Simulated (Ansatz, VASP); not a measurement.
# GaAs in VASP and in Ansatz

INCAR

```
ALGO = Normal
EDIFF = 1E-7
ENCUT = 520
ISIF = 2
ISMEAR = -1
LASPH = T
LCHARG = F
LREAL = F
LWAVE = F
NBANDS = 16
NELM = 80
PREC = Accurate
SIGMA = 0.05
```

File KPOINTS:

```
k-points
0
Gamma
  11 11 11
```

The input POSCAR:

```
GaAs
1.0
    0.0000000000      2.7982940072      2.7982940072
    2.7982940072      0.0000000000      2.7982940072
    2.7982940072      2.7982940072      0.0000000000
Ga As
1 1
Direct
    0.0000000000      0.0000000000      0.0000000000
    0.7500000000      0.7500000000      0.7500000000
```

Input for Ansatz:

```yaml
crystal:
  lattice:
    - [0.0, 2.7982940072, 2.7982940072]
    - [2.7982940072, 0.0, 2.7982940072]
    - [2.7982940072, 2.7982940072, 0.0]
  atoms:
    - { symbol: Ga, position: [0.0, 0.0, 0.0] }
    - { symbol: As, position: [0.75, 0.75, 0.75] }
kpoints:
  mp_grid: { grid: [11, 11, 11] }
scf:
  occupations: { method: fermi_dirac, width: 0.05 }
hamiltonian:
  xc: lda
  pseudopotentials: { kind: all_electron, lapw: { basis_error: 0.0005 } }
output:
  forces: true
  stress: true
  eigenvalues: true
```

Change from the starting cell: volume scaled by 0.97.

Alike in both runs: task single point; functional LDA; k mesh 11 × 11 × 11; occupations fermi-dirac, width 0.05 eV; no spin polarisation.

```csv
,VASP,Ansatz
version,VASP 6.6.1,Ansatz 0.2.0
potentials or method,"VASP PAW LDA potentials, release 64 (Ga_d, As), cutoff 520 eV","all-electron LAPW, scalar-relativistic"
```

```tsv
	VASP	Ansatz	Ansatz less VASP
pressure (GPa)	0.6	0.3	-0.30
```

LDA's correlation is that of Perdew and Zunger in VASP and of Perdew and Wang (1992) in Ansatz. Ansatz ran all-electron here, and VASP with PAW potentials.
